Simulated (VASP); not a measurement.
Set up this calculation in VASP 6.6.1, as the native input.

```
Task                   : single point
Functional             : PBE
Potentials or basis    : VASP PAW PBE potentials, release 64 (K_sv, F)
Cutoff                 : 600 eV
k mesh                 : 6 × 6 × 6
Occupations            : gaussian, width 0.01 eV
Spin                   : no spin polarisation
Dipole correction      : no
Further INCAR settings : ALGO = Normal; EDIFF = 1e-06; NBANDS = 15
```

The structure of KF lies in POSCAR:

```
KF
1.0
    0.0000000000      2.9354015259      2.9354015259
    2.9354015259      0.0000000000      2.9354015259
    2.9354015259      2.9354015259      0.0000000000
K F
1 1
Direct
    0.0000000000      0.0000000000      0.0000000000
    0.2500000000      0.2500000000      0.2500000000
```

These files were run (other wordings do the same):

INCAR

```
PREC     = Accurate       # precision mode
ENCUT    = 600            # plane-wave cutoff, eV
EDIFF    = 1E-6           # SCF threshold, eV
ISMEAR   = 0              # smearing method
SIGMA    = 0.01           # smearing width, eV
LREAL    = False          # projectors in reciprocal space
LASPH    = True           # aspherical terms in the spheres
NELM     = 120            # most SCF steps
ALGO     = Normal         # electronic algorithm
ISIF     = 2              # what is computed and relaxed
LWAVE    = False          # write WAVECAR
LCHARG   = False          # write CHGCAR
GGA      = PE             # functional
NBANDS   = 15             # bands
GGA_COMPAT= False
```

KPOINTS

```
regular mesh
0
Gamma
  6 6 6
```

Potentials or basis: VASP PAW PBE potentials, release 64 (K_sv, F).

The run is started by

```bash
$ cat potpaw_PBE.64/K_sv/POTCAR potpaw_PBE.64/F/POTCAR > POTCAR
$ mpirun -np 1 vasp_std > vasp.out
```

Results of the run:

| Property | Result |
| --- | --- |
| Pressure | 0.9 GPa |
| Band gap on the k mesh | 5.16 eV, indirect (least direct gap 5.37 eV) |

Wall time 32 s on 1 thread of Intel Xeon 8259CL, with other jobs on the host, peak memory 0.2 GiB.
